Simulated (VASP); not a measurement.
Mg3Sb2, 5 atoms in the cell. The structure is trigonal, space group P-3m1 (No. 164). The conventional cell has a = 4.502 Å, b = 4.502 Å, c = 7.107 Å, α = 90.00°, β = 90.00°, γ = 120.00°. Mg (site symmetry 3m) has 4 Sb at 2.79 to 2.90 Å and 6 Mg at 3.21 to 3.68 Å within 3.7 Å. Mg (site symmetry -3m) has 6 Sb at 3.05 Å and 6 Mg at 3.68 Å within 4.0 Å. Within 3.7 Å of Sb (site symmetry 3m) lie 7 Mg at 2.79 to 3.05 Å. 

```yaml
Program: VASP 6.6.1
Task: single point
Functional: LDA
Potentials_or_basis: VASP PAW LDA potentials, release 64 (Mg, Sb)
Cutoff: 600 eV
k_mesh: 6 × 6 × 4
Occupations: fermi-dirac, width 0.02 eV
Spin: no spin polarisation
Dipole_correction: no
Further_INCAR_settings: ALGO = Normal; EDIFF = 1e-06; NBANDS = 16
```

Potentials or basis: VASP PAW LDA potentials, release 64 (Mg, Sb).

Run with:

```sh
$ cat potpaw_LDA.64/Mg/POTCAR potpaw_LDA.64/Sb/POTCAR > POTCAR
$ mpirun -np 1 vasp_std > vasp.out
```

Hardware: 1 thread of Intel Xeon 8259CL, with other jobs on the host.

How long does it take, and how much memory?

Wall time 82 s on 1 thread of Intel Xeon 8259CL (shared host), peak memory 0.24 GiB. Counts: scf iterations 12, k points 24.
